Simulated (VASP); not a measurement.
Set up this calculation in VASP 6.6.1, as the native input.

* Task: single point
* Functional: LDA
* Potentials or basis: VASP PAW LDA potentials, release 64 (Al, N)
* Cutoff: 600 eV
* k mesh: 8 × 8 × 8
* Occupations: gaussian, width 0.01 eV
* Spin: no spin polarisation
* Dipole correction: no
* Further INCAR settings: ALGO = Normal; EDIFF = 1e-06; NBANDS = 11

The structure of AlN lies in POSCAR:

```
AlN
1.0
    0.0000000000      1.9820401151      1.9820401151
    1.9820401151      0.0000000000      1.9820401151
    1.9820401151      1.9820401151      0.0000000000
Al N
1 1
Direct
    0.0000000000      0.0000000000      0.0000000000
    0.5000000000      0.5000000000      0.5000000000
```

The input as run:

INCAR

```
SYSTEM = AlN
ALGO = Normal
EDIFF = 1E-6
ENCUT = 600
GGA = CA
GGA_COMPAT = .False.
ISIF = 2
ISMEAR = 0
LASPH = .True.
LCHARG = .False.
LREAL = .False.
LWAVE = .False.
NBANDS = 11
NELM = 120
PREC = Accurate
SIGMA = 0.01
```

KPOINTS

```
k-points
0
Gamma
  8 8 8
  0 0 0
```

Potentials or basis: VASP PAW LDA potentials, release 64 (Al, N).

The run is started by

```console
$ cat potpaw_LDA.64/Al/POTCAR potpaw_LDA.64/N/POTCAR > POTCAR
$ mpirun -np 1 vasp_std > vasp.out
```

Results of the run:

```
Pressure               : 11.1 GPa
Band gap on the k mesh : 5.04 eV, indirect (least direct gap 6.66 eV)
```

Wall time 2.8 s on 1 thread of Intel Xeon 6975P-C (shared host), peak memory 0.12 GiB.
